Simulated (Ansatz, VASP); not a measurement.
# VO2: VASP beside Ansatz

Contents of INCAR:

```
SYSTEM = VO2
PREC     = Accurate       ! precision mode
ENCUT    = 600            ! plane-wave cutoff, eV
EDIFF    = 1E-6           ! SCF threshold, eV
ISMEAR   = -1             ! smearing method
SIGMA    = 0.05           ! smearing width, eV
LREAL    = .False.        ! projectors in reciprocal space
LASPH    = .True.         ! aspherical terms in the spheres
NELM     = 200            ! most SCF steps
ALGO     = Normal         ! electronic algorithm
ISIF     = 2              ! what is computed and relaxed
LWAVE    = .False.        ! write WAVECAR
LCHARG   = .False.        ! write CHGCAR
ISPIN    = 2              ! spin polarisation
MAGMOM   = 2 2 0 0 0 0    ! initial moments
LORBIT   = 11             ! projections on sites
LMAXMIX  = 4              ! l up to which the mixer works
GGA      = VW             ! functional
NBANDS   = 38             ! bands
GGA_COMPAT= .False.
```

File KPOINTS:

```
regular mesh
0
Gamma
  6 6 9
  0 0 0
```

Contents of POSCAR:

```
VO2
1.0
    4.5072020454      0.0000000000      0.0000000000
    0.0000000000      4.5072020454      0.0000000000
    0.0000000000      0.0000000000      3.0444500000
V O
2 4
Direct
    0.5000000000      0.5000000000      0.5000000000
    0.0000000000      0.0000000000      0.0000000000
    0.2003580000      0.7996420000      0.5000000000
    0.7996420000      0.2003580000      0.5000000000
    0.7003580000      0.7003580000      0.0000000000
    0.2996420000      0.2996420000      0.0000000000
```

The input input.yaml:

```yaml
crystal:
  lattice:
    - [4.5072020454, 0.0, 0.0]
    - [0.0, 4.5072020454, 0.0]
    - [0.0, 0.0, 3.04445]
  atoms:
    - { symbol: V, position: [0.5, 0.5, 0.5], spin: 2.0 }
    - { symbol: V, position: [0.0, 0.0, 0.0], spin: 2.0 }
    - { symbol: O, position: [0.200358, 0.799642, 0.5] }
    - { symbol: O, position: [0.799642, 0.200358, 0.5] }
    - { symbol: O, position: [0.700358, 0.700358, 0.0] }
    - { symbol: O, position: [0.299642, 0.299642, 0.0] }
hamiltonian:
  xc: { exchange: slater, correlation: vwn5 }
  pseudopotentials: { kind: paw }
magnetization:
  spin_polarized: true
kpoints:
  mp_grid: { grid: [6, 6, 9] }
scf:
  occupations: { method: fermi_dirac, width: 0.05 }
output:
  forces: true
  stress: true
  eigenvalues: true
```

Alike in both runs: task single point; functional SVWN5; k mesh 6 × 6 × 9; occupations fermi-dirac, width 0.05 eV; collinear spin.

```csv
,VASP,Ansatz
version,VASP 6.6.1,Ansatz 0.2.0
potentials or method,"VASP PAW PBE potentials, release 64 (V_sv, O)",Ansatz PAW
plane-wave cutoff (eV),600,420
valence electrons in the cell,50,50
```

Ansatz gave:

* gap on the k mesh at the Fermi level (eV): none
* pressure (GPa): -23.0
* traceless stress, the component that is largest in VASP (GPa): -13.73
* rms of the force components (eV/Å): 0.150
* net moment per atom (μB): 0.33
* size of the moment on the site where the two differ most (μB): 0.83

Which values does VASP return?

gap on the k mesh at the Fermi level (eV): none; pressure (GPa): -22.6; traceless stress, the component that is largest in VASP (GPa): -13.71; rms of the force components (eV/Å): 0.152; net moment per atom (μB): 0.33; size of the moment on the site where the two differ most (μB): 1.02.

VASP's potentials were made for PBE, not for SVWN5. Site moments also hang on the region over which each program counts them. Atom by atom the forces differ by 0.002 eV/Å (rms over components). A gap of «none» marks a metal or a gap that the smearing closes.

Noted on Ansatz's run: Pulay correction over one GPa.
